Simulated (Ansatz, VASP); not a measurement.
One calculation of SnO2, two programs

```
CELL_PARAMETERS angstrom
3.68962 0.00000 0.00000
-1.84481 3.19531 0.00000
0.00000 0.00000 5.56546
ATOMIC_POSITIONS crystal
Sn 0.00000 0.00000 0.44702
O 0.00000 0.00000 0.82602
O 0.00000 0.00000 0.06802
```

Alike in both runs: functional PBE; k mesh 4 × 4 × 4; occupations gaussian, width 0.15 eV; no spin polarisation.

Ansatz relaxed the structure, and its values are those at the end. VASP's run is a single point on that final structure, the one shown.

|  | VASP | Ansatz |
| --- | --- | --- |
| version | VASP 6.6.1 | Ansatz 0.2.0 |
| potentials or method | VASP PAW PBE potentials, release 64 (Sn_d, O), cutoff 600 eV | scalar-relativistic, plane waves, PAW |
| valence electrons in the cell | 26 | 26 |

```csv
,VASP,Ansatz,Ansatz less VASP
gap on the k mesh at the Fermi level (eV),none,none,-
pressure (GPa),0.2,0.0,-0.20
rms of the force components (eV/Å),0.121,0.015,-0.1063
```

A gap of «none» marks a metal or a gap that the smearing closes. The functional is the same, so the differences come from potentials, cutoffs and numerics.

The k mesh is coarse, so the values compare programs but aren't converged.
